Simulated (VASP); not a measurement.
Te:

```
Te
1.0
     2.30590    1.33131    1.69095
    -2.30590    1.33131    1.69095
     0.00000   -2.66263    1.69095
Te
1
Direct
  0.50000 0.50000 0.50000
```

* Program: VASP 6.6.1
* Task: relaxation of cell and atoms
* Functional: PBEsol
* Dispersion: D3(BJ)
* Potentials or basis: VASP PAW PBE potentials, release 64 (Te)
* Cutoff: 600 eV
* k mesh: 9 × 9 × 9
* Occupations: fermi-dirac, width 0.05 eV
* Spin: no spin polarisation

At the start: pressure -2.3 GPa; volume 31.15 Å³/atom.

Question: How do energy, volume and symmetry change on relaxing?

Answer: Over 7 steps the energy falls by 11.1 meV/atom and the volume is 29.65 Å³/atom (-4.8 %); space group R-3m (No. 166, to 0.05 Å).

Step by step:
| step | energy change (eV) | largest force (eV/Å) | pressure (GPa) | volume (Å³) |
| --- | --- | --- | --- | --- |
| 1 | 0.0000 | 0.0000 | -2.33 | 31.15 |
| 2 | -0.0050 | 0.0000 | 1.76 | 29.15 |
| 3 | -0.0092 | 0.0000 | -0.01 | 29.93 |
| 4 | -0.0094 | 0.0000 | -0.01 | 29.91 |
| 5 | -0.0102 | 0.0000 | 0.00 | 29.84 |
| 6 | -0.0111 | 0.0000 | 0.01 | 29.69 |
| 7 | -0.0111 | 0.0000 | -0.01 | 29.65 |

Final structure:
```
CELL_PARAMETERS angstrom
2.30354 1.32995 1.61315
-2.30354 1.32995 1.61315
0.00000 -2.65989 1.61315
ATOMIC_POSITIONS crystal
Te 0.50000 0.50000 0.50000
```

Caveat: the PAW data sets were made with another functional, which shifts forces and pressure a little; pairwise dispersion overbinds metals, which lowers pressure and volume.
